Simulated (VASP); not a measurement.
# K2S (Fm-3m) in VASP: settings compared, part 2 of 2

VASP 6.6.1. The steps go on from the part before.

### Step 3. Single point, HSE06

Contents of POSCAR:

```
K2S
1.0
    0.0000000000      3.7027568578      3.7027568578
    3.7027568578      0.0000000000      3.7027568578
    3.7027568578      3.7027568578      0.0000000000
S K
1 2
Direct
    0.0000000000      0.0000000000      0.0000000000
    0.2500000000      0.2500000000      0.2500000000
    0.7500000000      0.7500000000      0.7500000000
```

Contents of INCAR.step1:

```
SYSTEM = K2S
  ALGO = Normal
  EDIFF = 1E-5
  ENCUT = 400
  GGA = PE
  GGA_COMPAT = .FALSE.
  ISIF = 2
  ISMEAR = 0
  LASPH = .TRUE.
  LCHARG = .FALSE.
  LREAL = .FALSE.
  LWAVE = .TRUE.
  NBANDS = 19
  NELM = 120
  PREC = Accurate
  SIGMA = 0.01
```

Contents of INCAR.step2:

```
SYSTEM = K2S
  ALGO = Normal
  EDIFF = 1E-6
  ENCUT = 400
  GGA = PE
  GGA_COMPAT = .FALSE.
  HFSCREEN = 0.2079
  ISIF = 2
  ISMEAR = 0
  ISTART = 1
  LASPH = .TRUE.
  LCHARG = .FALSE.
  LHFCALC = .TRUE.
  LREAL = .FALSE.
  LWAVE = .FALSE.
  NBANDS = 19
  NELM = 120
  PREC = Accurate
  PRECFOCK = Normal
  SIGMA = 0.01
```

Contents of KPOINTS:

```
k-points
0
G
  4 4 4
  0 0 0
```

Potentials or basis: VASP PAW PBE potentials, release 64 (S, K_sv).

Command:

```console
cat potpaw_PBE.64/S/POTCAR potpaw_PBE.64/K_sv/POTCAR > POTCAR
cp INCAR.step1 INCAR
mpirun -np 1 vasp_std > vasp.out
cp INCAR.step2 INCAR
mpirun -np 1 vasp_std > vasp.out
```

OUTCAR:

```text
SYSTEM = K2S
   EDIFF = 1E-6
   ENCUT = 400
   GGA = PE
   HFSCREEN = 0.2079
   ISIF = 2
   ISMEAR = 0
   ISTART = 1
   LASPH = .TRUE.
   LHFCALC = .TRUE.
   LREAL = .FALSE.
   NELM = 120
   PREC = Accurate
   PRECFOCK = Normal

 ion  position               nearest neighbor table
   1  0.000  0.000  0.000-   3 3.21   3 3.21   3 3.21   2 3.21   2 3.21   2 3.21   3 3.21   2 3.21

   2  0.250  0.250  0.250-   1 3.21   1 3.21   1 3.21   1 3.21   3 3.70   3 3.70   3 3.70   3 3.70
                             3 3.70   3 3.70
   3  0.750  0.750  0.750-   1 3.21   1 3.21   1 3.21   1 3.21   2 3.70   2 3.70   2 3.70   2 3.70
                             2 3.70   2 3.70

  LATTYP: Found a face centered cubic cell.
 ALAT       =     7.4055137156

  Lattice vectors:

 A1 = (   0.0000000000,   3.7027568578,   3.7027568578)
 A2 = (   3.7027568578,   0.0000000000,   3.7027568578)
 A3 = (   3.7027568578,   3.7027568578,   0.0000000000)

Analysis of symmetry for initial positions (statically):
=====================================================================
 Subroutine PRICEL returns:
 Original cell was already a primitive cell.

 Routine SETGRP: Setting up the symmetry group for a
 face centered cubic supercell.

 Subroutine GETGRP returns: Found 48 space group operations
 (whereof 48 operations were pure point group operations)
 out of a pool of 48 trial point group operations.

The static configuration has the point symmetry O_h .

Analysis of symmetry for dynamics (positions and initial velocities):
=====================================================================
 Subroutine PRICEL returns:
 Original cell was already a primitive cell.

 Routine SETGRP: Setting up the symmetry group for a
 face centered cubic supercell.

 Subroutine GETGRP returns: Found 48 space group operations
 (whereof 48 operations were pure point group operations)
 out of a pool of 48 trial point group operations.

The dynamic configuration has the point symmetry O_h .

 Subroutine INISYM returns: Found 48 space group operations
 (whereof 48 operations are pure point group operations),
 and found     1 'primitive' translations

----------------------------------------------------------------------------------------

                                     Primitive cell

  volume of cell :     101.5326

  direct lattice vectors                    reciprocal lattice vectors
     0.000000000  3.702756858  3.702756858    -0.135034521  0.135034521  0.135034521
     3.702756858  0.000000000  3.702756858     0.135034521 -0.135034521  0.135034521
     3.702756858  3.702756858  0.000000000     0.135034521  0.135034521 -0.135034521

  length of vectors
     5.236488966  5.236488966  5.236488966     0.233886652  0.233886652  0.233886652

  position of ions in fractional coordinates (direct lattice)
     0.000000000  0.000000000  0.000000000
     0.250000000  0.250000000  0.250000000
     0.750000000  0.750000000  0.750000000

  ion indices of the primitive-cell ions
   primitive index   ion index
                 1           1
[... 31 lines left out ...]
  0.000000  0.000000  0.000000      1.000000
  0.250000  0.000000  0.000000      8.000000
  0.500000  0.000000  0.000000      4.000000
  0.250000  0.250000  0.000000      6.000000
  0.500000  0.250000  0.000000     24.000000
 -0.250000  0.250000  0.000000     12.000000
  0.500000  0.500000  0.000000      3.000000
 -0.250000  0.500000  0.250000      6.000000
   k-points           NKPTS =      8   k-points in BZ     NKDIM =     64   number of bands    NBANDS=     19
   number of dos      NEDOS =    301   number of ions     NIONS =      3
   total plane-waves  NPLWV =  46656
   dimension x,y,z NGX =    36 NGY =   36 NGZ =   36
   dimension x,y,z NGXF=    72 NGYF=   72 NGZF=   72
   ions per type =               1   2
   NGX,Y,Z   is equivalent  to a cutoff of  11.43, 11.43, 11.43 a.u.
   NGXF,Y,Z  is equivalent  to a cutoff of  22.86, 22.86, 22.86 a.u.
 SYSTEM =  K2S
   PREC   = accura    normal or accurate (medium, high low for compatibility)
   ISTART =      1    job   : 0-new  1-cont  2-samecut
   ICHARG =      0    charge: 1-file 2-atom 10-const
   ISPIN  =      1    spin polarized calculation?
   LNONCOLLINEAR =      F non collinear calculations
   LSORBIT =      F    spin-orbit coupling
   LASPH  =      T    aspherical Exc in radial PAW
   ENCUT  =  400.0 eV  29.40 Ry    5.42 a.u.   8.54  8.54  8.54*2*pi/ulx,y,z
   NELM   =    120;   NELMIN=  2; NELMDL=  0     # of ELM steps
   EDIFF  = 0.1E-05   stopping-criterion for ELM
   LREAL  =      F    real-space projection
   EDIFFG = 0.1E-04   stopping-criterion for IOM
   NSW    =      0    number of steps for IOM
   IBRION =     -1    ionic relax: 0-MD 1-quasi-New 2-CG
   NFREE  =      0    steps in history (QN), initial steepest desc. (CG)
   ISIF   =      2    stress and relaxation
   ISYM   =      3    0-nonsym 1-usesym 2-fastsym
   POTIM  = 0.5000    time-step for ionic-motion
   TEBEG  =    0.0;   TEEND  =   0.0 temperature during run
   PSTRESS=    0.0 pullay stress
   NELECT =      24.0000    total number of electrons
   NUPDOWN=      -1.0000    fix difference up-down
   EMIN   =  10.00;   EMAX   =-10.00  energy-range for DOS
   EFERMI =   0.00;   METHOD = LEGACY
   ISMEAR =     0;   SIGMA  =   0.01  broadening in eV -4-tet -1-fermi 0-gaus
   EFERMI_NEDOS =   21; number of points for ismear=-14 and -15
   IALGO  =     38    algorithm
   IMIX   =      1    mixing-type and parameters
     AMIX     =   0.40;   BMIX     =  1.00
     AMIX_MAG =   1.60;   BMIX_MAG =  1.00
  volume/ion in A,a.u.               =      33.84       228.39
  Fermi-wavevector in a.u.,A,eV,Ry     =   1.012224  1.912826 13.940500  1.024598
  Thomas-Fermi vector in A             =   2.145321
   LORBIT       =      0    0 simple, 1 ext, 2 COOP (PROOUT), +10 PAW based schemes
   GGA     = PE    functional components
   LHFCALC =     T    Hartree Fock is set to
   PRECFOCK=normal    Normal, Fast or Accurate (Low or Medium for compatibility)
   ENCUT4O =  -1.0   cutoff for four orbital integrals eV
   NKREDX  =     1    reduce k-point grid by
   NKREDY  =     1    reduce k-point grid by
   NKREDZ  =     1    reduce k-point grid by
   AEXX    =    0.2500 exact exchange contribution
   HFSCREEN=    0.2079 screening length (either q_TF or 0.3 A-1)
   HFSCREENC=   0.2079 screening length for correlation (either q_TF or 0.3 A-1)
   ENCUTFOCK=  -1.0 apply spherical cutoff to Coloumb kernel
   IVDW    =     0    specifies the selected vdW correction
   LEPSILON=     F    determine dielectric tensor
   LRPA    =     F    only Hartree local field effects (RPA)
 non-spin polarized calculation
 Gauss-broadening in eV      SIGMA  =   0.01
  energy-cutoff  :      400.00
  volume of cell :      101.53
 maximum number of plane-waves:      1859
 NGX is ok and might be reduce to    36
  NGX = 28; NGY = 28; NGZ = 28

 number of electron      23.9999996 magnetization

 Free energy of the ion-electron system (eV)
  ---------------------------------------------------
  ext. energy  EPLUGINS =         0.00000000
  ---------------------------------------------------
  free energy    TOTEN  =       -10.84554129 eV

  energy without entropy =      -10.84554129  energy(sigma->0) =      -10.84554129

 E-fermi :  -0.9808     XC(G=0):  -6.1549

 val. band max:       -1.0425962925   @ k =   0.5000   0.5000   0.0000
 cond. band min:       2.2626560913   @ k =   0.0000   0.0000   0.0000
 fundamental gap:      3.3052523839
 Fermi energy:        -0.9807617194

 k-point     1 :       0.0000    0.0000    0.0000
  band No.  band energies     occupation
      1     -32.6186      2.00000
      2     -32.5338      2.00000
      3     -14.8553      2.00000
      4     -14.8553      2.00000
      5     -14.8553      2.00000
      6     -14.6139      2.00000
[... 153 lines left out ...]
      6     -14.7524      2.00000
[... 11 lines left out ...]
     18       7.5860      0.00000
     19       8.1303      0.00000

------------------------ aborting loop because EDIFF is reached ----------------------------------------

  FORCE on cell =-STRESS in cart. coord.  units (eV):
  Direction    XX          YY          ZZ          XY          YZ          ZX
  --------------------------------------------------------------------------------------
  -------------------------------------------------------------------------------------
  Total        0.1278245      0.1278245      0.1278245      0.0000000     -0.0000000     -0.0000000
  in kB        2.0170606      2.0170606      2.0170606      0.0000000     -0.0000000     -0.0000000
  external PRESSURE =       2.0170606 kB  Pullay stress =       0.0000000 kB

 VOLUME and BASIS-vectors are now :
 -----------------------------------------------------------------------------
  energy-cutoff  :      400.00
  volume of cell :      101.53
      direct lattice vectors                 reciprocal lattice vectors
     0.000000000  3.702756858  3.702756858    -0.135034521  0.135034521  0.135034521
     3.702756858  0.000000000  3.702756858     0.135034521 -0.135034521  0.135034521
     3.702756858  3.702756858  0.000000000     0.135034521  0.135034521 -0.135034521

 POSITION                                       TOTAL-FORCE (eV/Angst)
 -----------------------------------------------------------------------------------
      0.00000      0.00000      0.00000         0.000000     -0.000000      0.000000
      1.85138      1.85138      1.85138         0.000000      0.000000     -0.000000
      5.55414      5.55414      5.55414        -0.000000     -0.000000      0.000000
 -----------------------------------------------------------------------------------
    total drift:                                0.000002      0.000003      0.000003

  FREE ENERGIE OF THE ION-ELECTRON SYSTEM (eV)
  ---------------------------------------------------
  free  energy   TOTEN  =       -10.8455412934 eV

  energy  without entropy=      -10.8455412934  energy(sigma->0) =      -10.84554129
```

It took 13 min on 1 thread of Intel Xeon Platinum 8375C at 2.90GHz (Ice Lake), shared host; peak memory 0.32 GiB.

Results:

```
Free energy            : -10.8455 eV
Pressure               : 0.2 GPa
Band gap on the k mesh : 3.31 eV (least direct gap 3.49 eV)
```

Levels at points of the mesh, in eV from the valence-band top:
```
           k point  band 8  band 9  band 10  band 11  band 12  band 13  band 14  band 15  band 16  band 17
(0.00, 0.00, 0.00)  -13.57  -10.61    -0.18    -0.18    -0.18     3.31     6.70     6.70     8.76     8.76
(0.50, 0.00, 0.00)  -13.69  -10.38    -0.64    -0.06    -0.06     5.72     6.07     6.95     6.95     8.97
(0.50, 0.50, 0.00)  -13.50  -10.32    -0.76     0.00     0.00     4.44     6.45     7.81     8.00     8.85
```

Caveat: the PAW data sets were made with another functional, which shifts forces and pressure a little.

### Step 4. Single point, PBE0

POSCAR is that of step 3.

Contents of INCAR.step1:

```
SYSTEM = K2S
PREC = Accurate
ENCUT = 400
EDIFF = 1E-5
ISMEAR = 0
SIGMA = 0.01
LREAL = .False.
LASPH = .True.
NELM = 120
ALGO = Normal
ISIF = 2
LWAVE = .True.
LCHARG = .False.
NBANDS = 19
GGA = PE
GGA_COMPAT = .False.
```

Contents of INCAR.step2:

```
SYSTEM = K2S
PREC = Accurate
ENCUT = 400
EDIFF = 1E-6
ISMEAR = 0
SIGMA = 0.01
LREAL = .False.
LASPH = .True.
NELM = 120
ALGO = Normal
ISIF = 2
LWAVE = .False.
LCHARG = .False.
GGA = PE
LHFCALC = .True.
AEXX = 0.25
PRECFOCK = Normal
NBANDS = 19
ISTART = 1
GGA_COMPAT = .False.
```

Contents of KPOINTS:

```
regular mesh
0
Gamma
  4 4 4
  0 0 0
```

Command:

```console
cat potpaw_PBE.64/S/POTCAR potpaw_PBE.64/K_sv/POTCAR > POTCAR
cp INCAR.step1 INCAR
mpirun -np 1 vasp_std > vasp.out
cp INCAR.step2 INCAR
mpirun -np 1 vasp_std > vasp.out
```

It took 19 min on 1 thread of Intel Xeon Platinum 8375C at 2.90GHz (Ice Lake), shared host; peak memory 0.22 GiB.

It converged, with:

| Item | Value |
| --- | --- |
| Free energy | -11.7420 eV |
| Pressure | 0.1 GPa |
| Band gap on the k mesh | 4.02 eV (least direct gap 4.20 eV) |

Levels at points of the mesh, in eV from the valence-band top:
```
           k point  band 8  band 9  band 10  band 11  band 12  band 13  band 14  band 15  band 16  band 17
(0.00, 0.00, 0.00)  -13.59  -10.64    -0.18    -0.18    -0.18     4.02     7.47     7.47     9.53     9.53
(0.50, 0.00, 0.00)  -13.72  -10.40    -0.65    -0.06    -0.06     6.46     6.82     7.72     7.72     9.75
(0.50, 0.50, 0.00)  -13.52  -10.35    -0.78     0.00     0.00     5.17     7.21     8.59     8.78     9.62
```

Caveat: the PAW data sets were made with another functional, which shifts forces and pressure a little. A k mesh can miss the band edges.

### Step 5. The runs side by side

| level | k mesh | cutoff (eV) | grid for exact exchange (PRECFOCK) | share of exact exchange | screening parameter | gap on the mesh (eV) | pressure (GPa) |
| --- | --- | --- | --- | --- | --- | --- | --- |
| PBE | 6 × 6 × 6 | 500 | - | - | - | 2.38 | 0.5 |
| HSE06 | 4 × 4 × 4 | 400 | Normal | 0.25 | 0.2079 1/Å | 3.31 | 0.2 |
| PBE0 | 4 × 4 × 4 | 400 | Normal | 0.25 | - | 4.02 | 0.1 |

Alike in all rows: task single point; potentials or basis VASP PAW PBE potentials, release 64 (S, K_sv); no spin polarisation; cell as given; smearing gaussian 0.01 eV.

On the cell as given the gap runs from 2.38 eV (PBE) to 4.02 eV (PBE0); the meshes differ, which moves gaps too. The pressure there spans 0.1 GPa (PBE0) to 0.5 GPa (PBE); a positive pressure means that this level wants a larger cell, a negative one a smaller.

Caveats: the PAW data sets were made with another functional, which shifts forces and pressure a little (at least some runs).

Absolute energies hang on the potentials; compare differences alone.
